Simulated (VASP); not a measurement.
# Zn (Fd-3m) in VASP: further runs

Runs on Zn. Level: RPBE. Tasks: single point.

All numbers are computed with VASP 6.6.1; they aren't measurements. Logs are shortened: lines on timing, memory, paths and dates and some standing lists are left out, and cuts for length are marked.

## Step 1: The cell of the first run

Symmetry: Fd-3m, No. 227, cubic system. Conventional cell: a = 5.724 Å, b = 5.724 Å, c = 5.724 Å, α = 90.00°, β = 90.00°, γ = 90.00°. Within 3.3 Å of Zn (site symmetry -43m) lie 4 Zn at 2.48 Å.

This isn't the form of Zn at room conditions, which is hcp.

## Step 2: Single point, RPBE (23.44 Å³/atom)

INCAR reads:

```
  PREC = Accurate
  ENCUT = 520
  EDIFF = 1E-7
  ISMEAR = -1
  SIGMA = 0.1
  LREAL = False
  LASPH = True
  NELM = 60
  ALGO = Normal
  ISIF = 2
  LWAVE = False
  LCHARG = False
  GGA = RP
  NBANDS = 19
```

KPOINTS reads:

```
Automatic mesh
0
Gamma
  10 10 10
```

POSCAR reads:

```
Zn
1.0
    0.0000000000      2.8617811850      2.8617811850
    2.8617811850      0.0000000000      2.8617811850
    2.8617811850      2.8617811850      0.0000000000
Zn
2
Direct
    0.1250000000      0.1250000000      0.1250000000
    0.8750000000      0.8750000000      0.8750000000
```

Potentials or basis: VASP PAW PBE potentials, release 64 (Zn).

Command:

```sh
> cat potpaw_PBE.64/Zn/POTCAR > POTCAR
> mpirun -np 1 vasp_std > vasp.out
```

OUTCAR:

```text
PREC = Accurate
   ENCUT = 520
   EDIFF = 1E-7
   ISMEAR = -1
   LREAL = False
   LASPH = True
   NELM = 60
   ISIF = 2
   GGA = RP

 ion  position               nearest neighbor table
   1  0.125  0.125  0.125-   2 2.48   2 2.48   2 2.48   2 2.48
   2  0.875  0.875  0.875-   1 2.48   1 2.48   1 2.48   1 2.48

  LATTYP: Found a face centered cubic cell.
 ALAT       =     5.7235623700

  Lattice vectors:

 A1 = (   0.0000000000,   2.8617811850,   2.8617811850)
 A2 = (   2.8617811850,   0.0000000000,   2.8617811850)
 A3 = (   2.8617811850,   2.8617811850,   0.0000000000)

Analysis of symmetry for initial positions (statically):
=====================================================================
 Subroutine PRICEL returns:
 Original cell was already a primitive cell.

 Routine SETGRP: Setting up the symmetry group for a
 face centered cubic supercell.

 Subroutine GETGRP returns: Found 48 space group operations
 (whereof 12 operations were pure point group operations)
 out of a pool of 48 trial point group operations.

The static configuration has the point symmetry D_3d.
 The point group associated with its full space group is O_h .

Analysis of symmetry for dynamics (positions and initial velocities):
=====================================================================
 Subroutine PRICEL returns:
 Original cell was already a primitive cell.

 Routine SETGRP: Setting up the symmetry group for a
 face centered cubic supercell.

 Subroutine GETGRP returns: Found 48 space group operations
 (whereof 12 operations were pure point group operations)
 out of a pool of 48 trial point group operations.

The dynamic configuration has the point symmetry D_3d.
 The point group associated with its full space group is O_h .

 Subroutine INISYM returns: Found 48 space group operations
 (whereof 12 operations are pure point group operations),
 and found     1 'primitive' translations

----------------------------------------------------------------------------------------

                                     Primitive cell

  volume of cell :      46.8748

  direct lattice vectors                    reciprocal lattice vectors
     0.000000000  2.861781185  2.861781185    -0.174716363  0.174716363  0.174716363
     2.861781185  0.000000000  2.861781185     0.174716363 -0.174716363  0.174716363
     2.861781185  2.861781185  0.000000000     0.174716363  0.174716363 -0.174716363

  length of vectors
     4.047169764  4.047169764  4.047169764     0.302617617  0.302617617  0.302617617

  position of ions in fractional coordinates (direct lattice)
     0.125000000  0.125000000  0.125000000
     0.875000000  0.875000000  0.875000000

  ion indices of the primitive-cell ions
   primitive index   ion index
                 1           1
                 2           2

----------------------------------------------------------------------------------------

 KPOINTS: Automatic mesh

Automatic generation of k-mesh.
 Grid dimensions read from file:
 generate k-points for:   10   10   10

 Generating k-lattice:

  Cartesian coordinates                     Fractional coordinates (reciprocal lattice)
    -0.017471636  0.017471636  0.017471636     0.100000000  0.000000000  0.000000000
     0.017471636 -0.017471636  0.017471636     0.000000000  0.100000000  0.000000000
     0.017471636  0.017471636 -0.017471636     0.000000000  0.000000000  0.100000000

  Length of vectors
     0.030261762  0.030261762  0.030261762

  Shift w.r.t. Gamma in fractional coordinates (k-lattice)
     0.000000000  0.000000000  0.000000000

 Subroutine IBZKPT returns following result:
 ===========================================

 Found     47 irreducible k-points:

 Following reciprocal coordinates:
            Coordinates               Weight
  0.000000  0.000000  0.000000      1.000000
  0.100000  0.000000  0.000000      8.000000
  0.200000  0.000000  0.000000      8.000000
  0.300000  0.000000  0.000000      8.000000
  0.400000  0.000000  0.000000      8.000000
  0.500000  0.000000  0.000000      4.000000
[... 16 lines left out ...]
  0.300000  0.300000  0.000000      6.000000
  0.400000  0.300000  0.000000     24.000000
 [... further k-points ...]
   k-points           NKPTS =     47   k-points in BZ     NKDIM =     47   number of bands    NBANDS=     19
   number of dos      NEDOS =    301   number of ions     NIONS =      2
   total plane-waves  NPLWV =  27000
   dimension x,y,z NGX =    30 NGY =   30 NGZ =   30
   dimension x,y,z NGXF=    60 NGYF=   60 NGZF=   60
   ions per type =               2
   NGX,Y,Z   is equivalent  to a cutoff of  12.32, 12.32, 12.32 a.u.
   NGXF,Y,Z  is equivalent  to a cutoff of  24.65, 24.65, 24.65 a.u.
 SYSTEM =  unknown system
   PREC   = accura    normal or accurate (medium, high low for compatibility)
   ISTART =      0    job   : 0-new  1-cont  2-samecut
   ICHARG =      2    charge: 1-file 2-atom 10-const
   ISPIN  =      1    spin polarized calculation?
   LNONCOLLINEAR =      F non collinear calculations
   LSORBIT =      F    spin-orbit coupling
   LASPH  =      T    aspherical Exc in radial PAW
   ENCUT  =  520.0 eV  38.22 Ry    6.18 a.u.   7.53  7.53  7.53*2*pi/ulx,y,z
   NELM   =     60;   NELMIN=  2; NELMDL= -5     # of ELM steps
   EDIFF  = 0.1E-06   stopping-criterion for ELM
   LREAL  =      F    real-space projection
   EDIFFG = 0.1E-05   stopping-criterion for IOM
   NSW    =      0    number of steps for IOM
   IBRION =     -1    ionic relax: 0-MD 1-quasi-New 2-CG
   NFREE  =      0    steps in history (QN), initial steepest desc. (CG)
   ISIF   =      2    stress and relaxation
   ISYM   =      2    0-nonsym 1-usesym 2-fastsym
   POTIM  = 0.5000    time-step for ionic-motion
   TEBEG  =    0.0;   TEEND  =   0.0 temperature during run
   PSTRESS=    0.0 pullay stress
   NELECT =      24.0000    total number of electrons
   NUPDOWN=      -1.0000    fix difference up-down
   EMIN   =  10.00;   EMAX   =-10.00  energy-range for DOS
   EFERMI =   0.00;   METHOD = LEGACY
   ISMEAR =    -1;   SIGMA  =   0.10  broadening in eV -4-tet -1-fermi 0-gaus
   EFERMI_NEDOS =   21; number of points for ismear=-14 and -15
   IALGO  =     38    algorithm
   IMIX   =      4    mixing-type and parameters
     AMIX     =   0.40;   BMIX     =  1.00
     AMIX_MAG =   1.60;   BMIX_MAG =  1.00
  volume/ion in A,a.u.               =      23.44       158.16
  Fermi-wavevector in a.u.,A,eV,Ry     =   1.309681  2.474938 23.337584  1.715264
  Thomas-Fermi vector in A             =   2.440263
   LORBIT       =      0    0 simple, 1 ext, 2 COOP (PROOUT), +10 PAW based schemes
   GGA     = RP    functional components
   LHFCALC =     F    Hartree Fock is set to
   AEXX    =    0.0000 exact exchange contribution
   IVDW    =     0    specifies the selected vdW correction
   LEPSILON=     F    determine dielectric tensor
   LRPA    =     F    only Hartree local field effects (RPA)
 non-spin polarized calculation
  energy-cutoff  :      520.00
  volume of cell :       46.87
 maximum number of plane-waves:      1295
   NGX = 15   NGY = 15   NGZ = 15

 number of electron      23.9999966 magnetization

 Free energy of the ion-electron system (eV)
  ---------------------------------------------------
  ext. energy  EPLUGINS =         0.00000000
  ---------------------------------------------------
  free energy    TOTEN  =        -0.62071745 eV

  energy without entropy =       -0.58840994  energy(sigma->0) =       -0.60456370

 E-fermi :   0.6224     XC(G=0):  -9.0301

 val. band max:        0.6078311297   @ k =  -0.3000   0.3000   0.1000
 cond. band min:       0.6363225546   @ k =  -0.3000   0.5000   0.2000
 fundamental gap:      0.0284914249
 Fermi energy:         0.6224002557

 k-point     1 :       0.0000    0.0000    0.0000
  band No.  band energies     occupation
      1      -7.1256      2.00000
      2      -6.9885      2.00000
      3      -6.9885      2.00000
      4      -6.9885      2.00000
      5      -6.9479      2.00000
      6      -6.9479      2.00000
[... 11 lines left out ...]
     18       8.2962      0.00000
     19       9.9302      0.00000

 k-point     2 :       0.1000    0.0000    0.0000
  band No.  band energies     occupation
      1      -7.0223      2.00000
      2      -7.0168      2.00000
      3      -7.0168      2.00000
      4      -6.9806      2.00000
      5      -6.9085      2.00000
      6      -6.9085      2.00000
[... 11 lines left out ...]
     18       9.3318      0.00000
     19      10.8190      0.00000

 k-point     3 :       0.2000    0.0000    0.0000
  band No.  band energies     occupation
      1      -7.0390      2.00000
      2      -7.0390      2.00000
      3      -6.9884      2.00000
      4      -6.8611      2.00000
      5      -6.8611      2.00000
      6      -6.7779      2.00000
[... 11 lines left out ...]
     18      10.6246      0.00000
     19      11.2889      0.00000

 k-point     4 :       0.3000    0.0000    0.0000
  band No.  band energies     occupation
      1      -7.0403      2.00000
      2      -7.0403      2.00000
      3      -6.9799      2.00000
      4      -6.8387      2.00000
      5      -6.8387      2.00000
      6      -6.6864      2.00000
[... 11 lines left out ...]
     18      10.3141      0.00000
     19      12.4434      0.00000

 k-point     5 :       0.4000    0.0000    0.0000
  band No.  band energies     occupation
      1      -7.0278      2.00000
      2      -7.0278      2.00000
      3      -6.9687      2.00000
      4      -6.8434      2.00000
      5      -6.8434      2.00000
      6      -6.6955      2.00000
[... 11 lines left out ...]
     18       9.8111      0.00000
     19      14.0269      0.00000
[... 334 lines left out ...]
      2      -7.0739      2.00000
      3      -6.9119      2.00000
      4      -6.8429      2.00000
      5      -6.7126      2.00000
      6      -6.6818      2.00000
[... 11 lines left out ...]
     18      11.3034      0.00000
     19      11.8097      0.00000

 k-point    22 :      -0.2000    0.2000    0.0000
  band No.  band energies     occupation
      1      -7.0833      2.00000
      2      -7.0457      2.00000
      3      -6.9446      2.00000
      4      -6.8587      2.00000
      5      -6.7454      2.00000
      6      -6.6696      2.00000
[... 11 lines left out ...]
     18       9.7782      0.00000
     19      10.9284      0.00000

 k-point    23 :       0.3000    0.3000    0.0000
  band No.  band energies     occupation
      1      -7.1060      2.00000
      2      -7.0059      2.00000
      3      -7.0059      2.00000
      4      -6.7653      2.00000
      5      -6.7564      2.00000
      6      -6.6691      2.00000
[... 11 lines left out ...]
     18      12.4915      0.00000
     19      14.3149      0.00000

 k-point    24 :       0.4000    0.3000    0.0000
  band No.  band energies     occupation
      1      -7.1032      2.00000
      2      -7.0123      2.00000
      3      -7.0048      2.00000
      4      -6.8022      2.00000
      5      -6.7142      2.00000
      6      -6.6256      2.00000
[... 11 lines left out ...]
     18      12.6829      0.00000
     19      15.8157      0.00000

 [... further k-points ...]

------------------------ aborting loop because EDIFF is reached ----------------------------------------

  FORCE on cell =-STRESS in cart. coord.  units (eV):
  Direction    XX          YY          ZZ          XY          YZ          ZX
  --------------------------------------------------------------------------------------
  -------------------------------------------------------------------------------------
  Total        1.0554196      1.0554196      1.0554196      0.0000000      0.0000000      0.0000000
  in kB       36.0741814     36.0741814     36.0741814      0.0000000      0.0000000      0.0000000
  external PRESSURE =      36.0741814 kB  Pullay stress =       0.0000000 kB

 VOLUME and BASIS-vectors are now :
 -----------------------------------------------------------------------------
  energy-cutoff  :      520.00
  volume of cell :       46.87
      direct lattice vectors                 reciprocal lattice vectors
     0.000000000  2.861781185  2.861781185    -0.174716363  0.174716363  0.174716363
     2.861781185  0.000000000  2.861781185     0.174716363 -0.174716363  0.174716363
     2.861781185  2.861781185  0.000000000     0.174716363  0.174716363 -0.174716363

 POSITION                                       TOTAL-FORCE (eV/Angst)
 -----------------------------------------------------------------------------------
      0.71545      0.71545      0.71545         0.000000      0.000000      0.000000
      5.00812      5.00812      5.00812        -0.000000     -0.000000     -0.000000
 -----------------------------------------------------------------------------------
    total drift:                               -0.000000      0.000000      0.000000

  FREE ENERGIE OF THE ION-ELECTRON SYSTEM (eV)
  ---------------------------------------------------
  free  energy   TOTEN  =        -0.6207174549 eV

  energy  without entropy=       -0.5884099361  energy(sigma->0) =       -0.60456370
```

Wall time 74 s (1 thread of AMD EPYC 7R13, shared host); peak memory 0.15 GiB.

Results:

```
Free energy            : -0.6207 eV
Pressure               : 3.6 GPa
Band gap on the k mesh : zero (bands 12 and 13 overlap by 6.11 eV)
```

Levels at points of the mesh, in eV from the Fermi level:
| k point | band 8 | band 9 | band 10 | band 11 | band 12 | band 13 | band 14 | band 15 | band 16 | band 17 |
| --- | --- | --- | --- | --- | --- | --- | --- | --- | --- | --- |
| (0.00, 0.00, 0.00) | -6.97 | -6.97 | -6.75 | -6.75 | 5.44 | 5.44 | 5.44 | 6.90 | 6.90 | 6.90 |
| (0.50, 0.00, 0.00) | -6.94 | -6.76 | -6.76 | -4.66 | -3.13 | 3.54 | 3.54 | 6.06 | 7.64 | 7.64 |
| (0.50, 0.50, 0.00) | -7.09 | -6.71 | -6.71 | -3.16 | -3.16 | 1.21 | 1.21 | 4.50 | 4.50 | 15.03 |

Caveat: the cell stands under pressure; the PAW data sets were made with another functional, which shifts forces and pressure a little.

## Step 3: Single point, RPBE (24.50 Å³/atom)

This run uses another cell than the first one, of 24.50 Å³/atom.

INCAR reads:

```
PREC = Accurate ; ENCUT = 520
EDIFF = 1E-6 ; ISMEAR = -1
SIGMA = 0.1 ; LREAL = F
LASPH = T ; NELM = 60
ALGO = Normal ; ISIF = 2
LWAVE = F ; LCHARG = F
GGA = RP ; NBANDS = 19
```

KPOINTS reads:

```
regular mesh
0
Gamma
  10 10 10
```

POSCAR reads:

```
Zn
1.0
    0.0000000000      2.9045006352      2.9045006352
    2.9045006352      0.0000000000      2.9045006352
    2.9045006352      2.9045006352      0.0000000000
Zn
2
Direct
    0.1250000000      0.1250000000      0.1250000000
    0.8750000000      0.8750000000      0.8750000000
```

Potentials or basis: VASP PAW PBE potentials, release 64 (Zn).

Command:

```sh
> cat potpaw_PBE.64/Zn/POTCAR > POTCAR
> mpirun -np 1 vasp_std > vasp.out
```

It took 62 s on 1 thread of AMD EPYC 7R13, shared host; peak memory 0.16 GiB.

It converged, with:

```
Free energy            : -0.6584 eV
Pressure               : 2.1 GPa
Band gap on the k mesh : zero (bands 12 and 13 overlap by 5.83 eV)
```

Levels at points of the mesh, in eV from the Fermi level:
```csv
k point,band 8,band 9,band 10,band 11,band 12,band 13,band 14,band 15,band 16,band 17
"(0.00, 0.00, 0.00)",-6.94,-6.94,-6.75,-6.75,5.23,5.23,5.23,6.70,6.70,6.70
"(0.50, 0.00, 0.00)",-6.92,-6.75,-6.75,-4.63,-3.02,3.41,3.41,5.72,7.45,7.45
"(0.50, 0.50, 0.00)",-7.04,-6.70,-6.70,-3.14,-3.14,1.20,1.20,4.38,4.38,14.51
```

Caveat: the PAW data sets were made with another functional, which shifts forces and pressure a little.

[end of part 1 of 3]
